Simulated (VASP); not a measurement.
## H2CSO: single point with PBEsol

System: H2CSO.

```
O C S H
1.0
     7.98173    0.00000    0.00000
     0.00000    7.98173    0.00000
     0.00000    0.00000    7.98173
O C S H
5 5 5 10
Direct
  0.79850 0.25820 0.22043
  0.60062 0.01939 0.56658
  0.28484 0.77431 0.46831
  0.95234 0.29371 0.77099
  0.29521 0.98917 0.85260
  0.81620 0.39731 0.26214
  0.58242 0.16003 0.56788
  0.35351 0.80723 0.34342
  0.07092 0.37172 0.81576
  0.15919 0.93512 0.82840
  0.85014 0.58732 0.29678
  0.53458 0.34910 0.58323
  0.43704 0.86673 0.17014
  0.20631 0.49548 0.86856
  0.98646 0.85252 0.77012
  0.83254 0.96396 0.41296
  0.90630 0.90395 0.40589
  0.01012 0.97430 0.15457
  0.08655 0.90620 0.13706
  0.13716 0.35313 0.35466
  0.18955 0.37444 0.43033
  0.50451 0.75509 0.68911
  0.56207 0.71215 0.74739
  0.76174 0.65611 0.93089
  0.73763 0.57896 0.88555
```

```
Program             : VASP 6.6.1
Task                : single point
Functional          : PBEsol
Potentials or basis : VASP PAW PBE potentials, release 64 (O_h, C_h, S, H_h)
Cutoff              : 1000 eV
k mesh              : 1 × 1 × 1
Occupations         : fermi-dirac, width 0.02 eV
Spin                : no spin polarisation
```

The pressure is 0.1 GPa. The largest force is 4.049 eV/Å.

Forces in eV/Å, atoms in the order of the input:
```
O   -0.142 -0.182  0.324
O    0.834 -3.763 -0.271
O    0.193 -0.165 -0.200
O    1.495  0.302  0.523
O   -1.592 -0.288  0.046
C    0.349  0.550 -0.499
C   -1.245  3.817  0.523
C    0.629  0.880 -1.616
C   -2.773 -1.123 -0.993
C   -0.131 -0.438 -1.157
S   -0.274 -0.336  0.160
S    0.323  0.111 -0.185
S   -0.727 -0.814  1.882
S    1.322  0.679  0.520
S    1.645  0.990  0.787
H    0.098 -0.107 -0.046
H   -0.055  0.116  0.029
H    1.352 -1.192 -0.296
H   -1.348  1.249  0.380
H   -0.063 -0.058 -0.153
H    0.157  0.014  0.170
H   -0.474  0.306 -0.449
H    0.415 -0.382  0.449
H    0.202  0.507  0.408
H   -0.189 -0.674 -0.336
```

Stress tensor (GPa, compression positive):
```
-1.07 -0.59  0.30
-0.59  1.45  0.03
 0.30  0.03 -0.14
```

Levels at points of the mesh, in eV from the Fermi level:
| k point | band 41 | band 42 | band 43 | band 44 | band 45 | band 46 | band 47 | band 48 | band 49 | band 50 |
| --- | --- | --- | --- | --- | --- | --- | --- | --- | --- | --- |
| (0.00, 0.00, 0.00) | -0.85 | -0.75 | -0.64 | -0.59 | -0.48 | 4.06 | 4.23 | 4.28 | 4.34 | 4.45 |

It took 2.5 min on 1 thread of AMD EPYC 7R13 Processor (Zen 3), on a shared host, peak memory 1 GiB.

Caveat: the k points lie up to 0.79 Å⁻¹ apart; the atoms stand as in a frame of molecular dynamics; the PAW data sets were made with another functional, which shifts forces and pressure a little.
